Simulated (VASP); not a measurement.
# Si6C in VASP: notebook

Runs on Si6C. Level: PBEsol. Tasks: single point.

All numbers are computed with VASP 6.6.1; they aren't measurements. Logs are shortened: lines on timing, memory, paths and dates and some standing lists are left out, and cuts for length are marked.

**1. The cell of the first run**

The cell holds a slab with vacuum, 7 atoms: a = 3.842 Å, b = 3.842 Å, c = 25.791 Å, α = 90.00°, β = 90.00°, γ = 90.00°.

**2. Single point, PBEsol, collinear spin**

The input, INCAR:

```
SYSTEM = Si6C
PREC = Accurate
ENCUT = 520
EDIFF = 1E-6
ISMEAR = 0
SIGMA = 0.05
LREAL = .False.
LASPH = .True.
NELM = 150
ALGO = Normal
ISIF = 2
LWAVE = .False.
LCHARG = .False.
ISPIN = 2
MAGMOM = 0 0 0 0 0 0 2
LORBIT = 11
LDIPOL = .True.
IDIPOL = 3
DIPOL = 0.5 0.5 0.490
GGA = PS
NBANDS = 27
KPAR = 4
```

The input, KPOINTS:

```
Automatic mesh
0
Gamma
  8 8 1
  0 0 0
```

The input, POSCAR:

```
Si6C
1.0
    3.8417168285      0.0000000000      0.0000000000
    0.0000000000      3.8417168285      0.0000000000
    0.0000000000      0.0000000000     25.7912600521
Si C
6 1
Direct
    0.0000000000      0.5000000000      0.3295690084
    0.0000000000      0.0000000000      0.3822322752
    0.5000000000      0.0000000000      0.4348955421
    0.5000000000      0.5000000000      0.4871290477
    0.0000000000      0.5000000000      0.5403982211
    0.0000000000      0.0000000000      0.5921070366
    0.0000000000      0.0000000000      0.6625941774
```

Potentials or basis: VASP PAW PBE potentials, release 64 (Si, C).

Command:

```
$ cat potpaw_PBE.64/Si/POTCAR potpaw_PBE.64/C/POTCAR > POTCAR
$ mpirun -np 4 vasp_std > vasp.out
```

OUTCAR:

```text
SYSTEM = Si6C
   PREC = Accurate
   ENCUT = 520
   EDIFF = 1E-6
   ISMEAR = 0
   LREAL = .False.
   LASPH = .True.
   NELM = 150
   ISIF = 2
   ISPIN = 2
   LORBIT = 11
   GGA = PS

 ion  position               nearest neighbor table
   1  0.000  0.500  0.330-   2 2.35   2 2.35
   2  0.000  0.000  0.382-   1 2.35   1 2.35   3 2.35   3 2.35
   3  0.500  0.000  0.435-   4 2.35   4 2.35   2 2.35   2 2.35
   4  0.500  0.500  0.487-   3 2.35   3 2.35   5 2.36   5 2.36
   5  0.000  0.500  0.540-   6 2.34   6 2.34   4 2.36   4 2.36
   6  0.000  0.000  0.592-   7 1.82   5 2.34   5 2.34
   7  0.000  0.000  0.663-   6 1.82

  LATTYP: Found a simple tetragonal cell.
 ALAT       =     3.8417168285
 C/A-ratio  =     6.7134724404

  Lattice vectors:

 A1 = (   3.8417168285,   0.0000000000,   0.0000000000)
 A2 = (   0.0000000000,   3.8417168285,   0.0000000000)
 A3 = (   0.0000000000,   0.0000000000,  25.7912600521)

Analysis of symmetry for initial positions (statically):
=====================================================================
 Subroutine PRICEL returns:
 Original cell was already a primitive cell.

 Routine SETGRP: Setting up the symmetry group for a
 simple tetragonal supercell.

 Subroutine GETGRP returns: Found  4 space group operations
 (whereof  4 operations were pure point group operations)
 out of a pool of 16 trial point group operations.

The static configuration has the point symmetry C_2v.

Analysis of symmetry for dynamics (positions and initial velocities):
=====================================================================
 Subroutine PRICEL returns:
 Original cell was already a primitive cell.

 Routine SETGRP: Setting up the symmetry group for a
 simple tetragonal supercell.

 Subroutine GETGRP returns: Found  4 space group operations
 (whereof  4 operations were pure point group operations)
 out of a pool of 16 trial point group operations.

The dynamic configuration has the point symmetry C_2v.

Analysis of structural, dynamic, and magnetic symmetry:
=====================================================================
 Subroutine PRICEL returns:
 Original cell was already a primitive cell.

 Routine SETGRP: Setting up the symmetry group for a
 simple tetragonal supercell.

 Subroutine GETGRP returns: Found  4 space group operations
 (whereof  4 operations were pure point group operations)
 out of a pool of 16 trial point group operations.

The overall configuration has the point symmetry C_2v.

 Subroutine INISYM returns: Found  4 space group operations
 (whereof  4 operations are pure point group operations),
 and found     1 'primitive' translations

----------------------------------------------------------------------------------------

                                     Primitive cell

  volume of cell :     380.6477

  direct lattice vectors                    reciprocal lattice vectors
     3.841716829  0.000000000  0.000000000     0.260300289  0.000000000  0.000000000
     0.000000000  3.841716829  0.000000000     0.000000000  0.260300289  0.000000000
     0.000000000  0.000000000 25.791260052     0.000000000  0.000000000  0.038772825

  length of vectors
     3.841716829  3.841716829 25.791260052     0.260300289  0.260300289  0.038772825

  position of ions in fractional coordinates (direct lattice)
     0.000000000  0.500000000  0.329569008
     0.000000000  0.000000000  0.382232275
     0.500000000  0.000000000  0.434895542
     0.500000000  0.500000000  0.487129048
     0.000000000  0.500000000  0.540398221
     0.000000000  0.000000000  0.592107037
     0.000000000  0.000000000  0.662594177

  ion indices of the primitive-cell ions
   primitive index   ion index
                 1           1
                 2           2
                 3           3
[... 34 lines left out ...]
  0.125000  0.000000  0.000000      2.000000
  0.000000  0.125000  0.000000      2.000000
  0.250000  0.000000  0.000000      2.000000
  0.000000  0.250000  0.000000      2.000000
  0.375000  0.000000  0.000000      2.000000
[... 16 lines left out ...]
  0.500000  0.375000  0.000000      2.000000
 -0.375000  0.500000  0.000000      2.000000
   k-points           NKPTS =     25   k-points in BZ     NKDIM =     25   number of bands    NBANDS=     27
   number of dos      NEDOS =    301   number of ions     NIONS =      7
   total plane-waves  NPLWV = 172800
   dimension x,y,z NGX =    30 NGY =   30 NGZ =  192
   dimension x,y,z NGXF=    60 NGYF=   60 NGZF=  384
   ions per type =               6   1
   NGX,Y,Z   is equivalent  to a cutoff of  12.98, 12.98, 12.38 a.u.
   NGXF,Y,Z  is equivalent  to a cutoff of  25.96, 25.96, 24.75 a.u.
 SYSTEM =  Si6C
   PREC   = accura    normal or accurate (medium, high low for compatibility)
   ISTART =      0    job   : 0-new  1-cont  2-samecut
   ICHARG =      2    charge: 1-file 2-atom 10-const
   ISPIN  =      2    spin polarized calculation?
   LNONCOLLINEAR =      F non collinear calculations
   LSORBIT =      F    spin-orbit coupling
   LASPH  =      T    aspherical Exc in radial PAW
   ENCUT  =  520.0 eV  38.22 Ry    6.18 a.u.   7.14  7.14 47.95*2*pi/ulx,y,z
   NELM   =    150;   NELMIN=  2; NELMDL= -5     # of ELM steps
   EDIFF  = 0.1E-05   stopping-criterion for ELM
   LREAL  =      F    real-space projection
[... 7 lines left out ...]
   TEBEG  =    0.0;   TEEND  =   0.0 temperature during run
   PSTRESS=    0.0 pullay stress
   NELECT =      28.0000    total number of electrons
   NUPDOWN=      -1.0000    fix difference up-down
   EMIN   =  10.00;   EMAX   =-10.00  energy-range for DOS
   EFERMI =   0.00;   METHOD = LEGACY
   ISMEAR =     0;   SIGMA  =   0.05  broadening in eV -4-tet -1-fermi 0-gaus
   EFERMI_NEDOS =   21; number of points for ismear=-14 and -15
   IALGO  =     38    algorithm
   IMIX   =      4    mixing-type and parameters
     AMIX     =   0.40;   BMIX     =  1.00
     AMIX_MAG =   1.60;   BMIX_MAG =  1.00
  volume/ion in A,a.u.               =      54.38       366.96
  Fermi-wavevector in a.u.,A,eV,Ry     =   0.685940  1.296240  6.401736  0.470514
  Thomas-Fermi vector in A             =   1.766026
   LORBIT       =     11    0 simple, 1 ext, 2 COOP (PROOUT), +10 PAW based schemes
   GGA     = PS    functional components
   LHFCALC =     F    Hartree Fock is set to
   AEXX    =    0.0000 exact exchange contribution
   IVDW    =     0    specifies the selected vdW correction
   LEPSILON=     F    determine dielectric tensor
   LRPA    =     F    only Hartree local field effects (RPA)
 spin polarized calculation
 Gauss-broadening in eV      SIGMA  =   0.05
  energy-cutoff  :      520.00
  volume of cell :      380.65
 maximum number of plane-waves:     10280
 NGX is ok and might be reduce to    30
   NGX = 15   NGY = 15   NGZ = 95

 dipolmoment           0.000000      0.000000     -0.005892 electrons x Angstroem

 number of electron      27.9999999 magnetization       0.7237605

 dipolmoment           0.000000      0.000000      0.172023 electrons x Angstroem

 Free energy of the ion-electron system (eV)
  ---------------------------------------------------
  ext. energy  EPLUGINS =         0.00000000
  ---------------------------------------------------
  free energy    TOTEN  =       -35.35203921 eV

  energy without entropy =      -35.34826890  energy(sigma->0) =      -35.35015405

 E-fermi :  -2.4085     XC(G=0):  -4.0791

 val. band max:       -2.4148479284   @ k =   0.3750   0.0000   0.0000
 cond. band min:      -2.3853531070   @ k =   0.1250   0.1250   0.0000
 fundamental gap:      0.0294948213
 Fermi energy:        -2.4084601113

 spin component 1

 k-point     1 :       0.0000    0.0000    0.0000
  band No.  band energies     occupation
      1     -13.9640      1.00000
      2     -13.2002      1.00000
      3     -12.1338      1.00000
      4     -10.3750      1.00000
      5      -8.0296      1.00000
      6      -5.4659      1.00000
[... 685 lines left out ...]
     25       3.8859      0.00000
     26       4.4550      0.00000

 [... further k-points ...]

 spin component 2

 k-point     1 :       0.0000    0.0000    0.0000
  band No.  band energies     occupation
      1     -13.9122      1.00000
      2     -12.9578      1.00000
      3     -11.8469      1.00000
      4     -10.2413      1.00000
      5      -7.9478      1.00000
      6      -5.3775      1.00000
[... 685 lines left out ...]
     25       3.9964      0.00000
     26       4.5117      0.00000

 [... further k-points ...]

 [bands above 26 left out]

------------------------ aborting loop because EDIFF is reached ----------------------------------------

 vacuum level on the upper side and lower side of the slab       (xc-potential included)         0.955        -1.108

  FORCE on cell =-STRESS in cart. coord.  units (eV):
  Direction    XX          YY          ZZ          XY          YZ          ZX
  --------------------------------------------------------------------------------------
  -------------------------------------------------------------------------------------
  Total       -3.6786274     -0.7040503     -0.0290626      0.0000000      0.0000000      0.0000000
  in kB      -15.4836421     -2.9634051     -0.1223268      0.0000000      0.0000000      0.0000000
  external PRESSURE =      -6.1897913 kB  Pullay stress =       0.0000000 kB

 VOLUME and BASIS-vectors are now :
 -----------------------------------------------------------------------------
  energy-cutoff  :      520.00
  volume of cell :      380.65
      direct lattice vectors                 reciprocal lattice vectors
     3.841716829  0.000000000  0.000000000     0.260300289  0.000000000  0.000000000
     0.000000000  3.841716829  0.000000000     0.000000000  0.260300289  0.000000000
     0.000000000  0.000000000 25.791260052     0.000000000  0.000000000  0.038772825

 POSITION                                       TOTAL-FORCE (eV/Angst)
 -----------------------------------------------------------------------------------
      0.00000      1.92086      8.50000         0.000000      0.000000      0.122891
      0.00000      0.00000      9.85825         0.000000      0.000000     -0.119129
      1.92086      0.00000     11.21650         0.000000      0.000000     -0.016436
      1.92086      1.92086     12.56367         0.000000      0.000000     -0.000670
      0.00000      1.92086     13.93755         0.000000      0.000000      0.000952
      0.00000      0.00000     15.27119         0.000000      0.000000     -0.041036
      0.00000      0.00000     17.08914         0.000000      0.000000      0.053429
 -----------------------------------------------------------------------------------
    total drift:                               -0.000000     -0.000000     -0.000071

  FREE ENERGIE OF THE ION-ELECTRON SYSTEM (eV)
  ---------------------------------------------------
  free  energy   TOTEN  =       -35.3520392075 eV

  energy  without entropy=      -35.3482688984  energy(sigma->0) =      -35.35015405

 vacuum level on the upper side and lower side of the slab         5.131         3.040

 total charge

# of ion       s       p       d       tot
------------------------------------------
    1        0.858   0.721   0.000   1.579
    2        0.763   0.921   0.000   1.683
    3        0.763   0.912   0.000   1.675
    4        0.763   0.917   0.000   1.680
    5        0.763   0.916   0.000   1.679
    6        0.792   0.919   0.000   1.711
    7        1.023   1.075   0.000   2.098
--------------------------------------------------
tot          5.724   6.381   0.000  12.105

 magnetization (x)

# of ion       s       p       d       tot
------------------------------------------
    1       -0.000   0.004   0.000   0.004
    2        0.001   0.001   0.000   0.001
    3       -0.000  -0.001   0.000  -0.002
    4       -0.000   0.005   0.000   0.005
    5        0.008   0.002   0.000   0.009
    6       -0.005   0.005   0.000   0.000
    7        0.013   0.301   0.000   0.314
--------------------------------------------------
tot          0.016   0.316   0.000   0.332
```

Run time: 3.5 min. Hardware: 4 MPI ranks of Intel Xeon 6975P-C (Granite Rapids), shared host; peak memory 0.82 GiB.

Results:

* Free energy: -35.3520 eV
* Largest force: 0.123 eV/Å
* Net moment: 0.72 μB per cell
* Site moments: Si +0.00, -0.00, +0.01 (each value once); C +0.31 μB
* Valence electrons inside the program's atomic spheres: Si 1.58, 1.68, 1.71 (each value once); C 2.10

Forces in eV/Å, atoms in the order of the input:
```
Si   0.000  0.000  0.123
Si   0.000  0.000 -0.119
Si   0.000  0.000 -0.016
Si   0.000  0.000 -0.001
Si   0.000  0.000  0.001
Si   0.000  0.000 -0.041
C    0.000  0.000  0.053
```

Caveat: a moment this small can come from the mesh or the smearing; the PAW data sets were made with another functional, which shifts forces and pressure a little.

**3. Single point, PBEsol, collinear spin**

The input, INCAR:

```
PREC = Accurate
ENCUT = 520
EDIFF = 1E-6
ISMEAR = 0
SIGMA = 0.05
LREAL = False
LASPH = True
NELM = 150
ALGO = Normal
ISIF = 2
LWAVE = False
LCHARG = False
ISPIN = 2
MAGMOM = 0 0 0 0 0 0 2
LORBIT = 11
LDIPOL = True
IDIPOL = 3
DIPOL = 0.5 0.5 0.478
GGA = PS
NBANDS = 27
KPAR = 4
```

The input, KPOINTS:

```
regular mesh
0
Gamma
  8 8 1
```

The input, POSCAR:

```
Si6C
1.0
    3.8417168285      0.0000000000      0.0000000000
    0.0000000000      3.8417168285      0.0000000000
    0.0000000000      0.0000000000     25.7912600521
Si C
6 1
Direct
    0.0000000000      0.5000000000      0.3295690084
    0.0000000000      0.0000000000      0.3822322752
    0.5000000000      0.0000000000      0.4348955421
    0.5000000000      0.5000000000      0.4859991712
    0.0000000000      0.5000000000      0.5489955509
    0.0000000000      0.0000000000      0.6035155184
    0.5000000000      0.5000000000      0.5606231764
```

Potentials or basis: VASP PAW PBE potentials, release 64 (Si, C).

Command:

```
$ cat potpaw_PBE.64/Si/POTCAR potpaw_PBE.64/C/POTCAR > POTCAR
$ mpirun -np 4 vasp_std > vasp.out
```

It took 3.2 min on 4 MPI ranks of Intel Xeon 6975P-C (Granite Rapids), shared host; peak memory 0.82 GiB.

It converged, with:

```
Free energy                                           : -37.0392 eV
Largest force                                         : 0.090 eV/Å
Band gap on the k mesh                                : zero (filled and empty bands overlap)
Net moment                                            : 0.00 μB per cell
Valence electrons inside the program's atomic spheres : Si 1.58, 1.68, 1.65, 1.62, 1.55 (each value once); C 2.29
```

Forces in eV/Å, atoms in the order of the input:
```
Si   0.000  0.000  0.055
Si   0.000  0.000 -0.090
Si   0.000  0.000 -0.001
Si   0.000  0.000 -0.016
Si   0.000  0.000 -0.002
Si   0.000  0.000 -0.004
C    0.000  0.000  0.056
```

Levels at points of the mesh, in eV from the Fermi level:
Spin up:
```tsv
k point	band 10	band 11	band 12	band 13	band 14	band 15	band 16	band 17	band 18	band 19
(0.00, 0.00, 0.00)	-1.90	-1.87	-0.56	-0.25	0.75	0.89	1.20	1.90	2.15	2.52
(0.50, 0.00, 0.00)	-1.81	-1.28	-0.74	-0.51	-0.46	0.29	0.47	1.14	2.42	2.71
(0.00, 0.50, 0.00)	-2.63	-1.38	-1.09	-0.83	1.05	1.50	1.51	2.00	2.42	2.50
(0.50, 0.50, 0.00)	-3.18	-2.98	-2.55	-0.97	-0.71	-0.59	0.79	1.61	2.40	2.77
```
Spin down:
```
           k point  band 11  band 12  band 13  band 14  band 15  band 16  band 17  band 18
(0.00, 0.00, 0.00)    -1.87    -0.56    -0.25     0.75     0.89     1.20     1.90     2.15
(0.50, 0.00, 0.00)    -1.28    -0.74    -0.51    -0.46     0.29     0.47     1.14     2.42
(0.00, 0.50, 0.00)    -1.38    -1.09    -0.83     1.05     1.50     1.51     2.00     2.42
(0.50, 0.50, 0.00)    -2.98    -2.55    -0.97    -0.71    -0.59     0.79     1.61     2.40
```

Caveat: the PAW data sets were made with another functional, which shifts forces and pressure a little.

The gap in the log of VASP goes by the Fermi energy; the results here count the filled bands.